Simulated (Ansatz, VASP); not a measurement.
**One calculation of K, two programs**

POSCAR

```
K
1.0
   -2.7727361488      2.7727361488      2.7727361488
    2.7727361488     -2.7727361488      2.7727361488
    2.7727361488      2.7727361488     -2.7727361488
K
1
Direct
    0.0000000000      0.0000000000      0.0000000000
```

File INCAR.step1:

```
ALGO = Normal
EDIFF = 1E-4
ENCUT = 520
GGA = PE
ISMEAR = -1
LASPH = T
LCHARG = F
LREAL = F
LWAVE = T
NBANDS = 10
NELM = 60
PREC = Accurate
SIGMA = 0.1
```

Contents of INCAR.step2:

```
ALGO = Normal
EDIFF = 1E-6
ENCUT = 520
ISIF = 2
ISMEAR = -1
ISTART = 1
LASPH = T
LCHARG = T
LELF = T
LMIXTAU = T
LREAL = F
LVHAR = T
LWAVE = F
METAGGA = R2SCAN
NBANDS = 10
NELM = 60
PREC = Accurate
SIGMA = 0.1
```

File KPOINTS:

```
k-points
0
Gamma
  14 14 14
```

Input for Ansatz:

```yaml
crystal:
  lattice:
    - [-2.7727361488, 2.7727361488, 2.7727361488]
    - [2.7727361488, -2.7727361488, 2.7727361488]
    - [2.7727361488, 2.7727361488, -2.7727361488]
  atoms:
    - { symbol: K, position: [0.0, 0.0, 0.0] }
hamiltonian:
  xc: r2scan
  pseudopotentials:
    kind: paw
    azcp:
      K: "pseudopotentials/K.paw.azcp"
basis:
  ecutwfc: 500
  fft_grid_basis: typed
kpoints:
  mp_grid: { grid: [14, 14, 14], shift: [0, 0, 0] }
magnetization:
  spin_polarized: false
scf:
  occupations: { method: fermi_dirac, width: 0.1 }
output:
  stress: true
```

Alike in both runs: task single point; functional r2SCAN; k mesh 14 × 14 × 14; occupations fermi-dirac, width 0.1 eV; no spin polarisation.

|  | VASP | Ansatz |
| --- | --- | --- |
| version | VASP 6.6.1 | Ansatz 0.2.0 |
| potentials or method | VASP PAW PBE potentials, release 64 (K_sv), cutoff 520 eV | plane waves (500 eV) with PAW, scalar-relativistic |
| valence electrons in the cell | 9 | 9 |

```csv
,VASP,Ansatz,Ansatz less VASP
pressure (GPa),-0.3,-0.3,+0.02
```

VASP's potentials were made for PBE, not for r2SCAN.
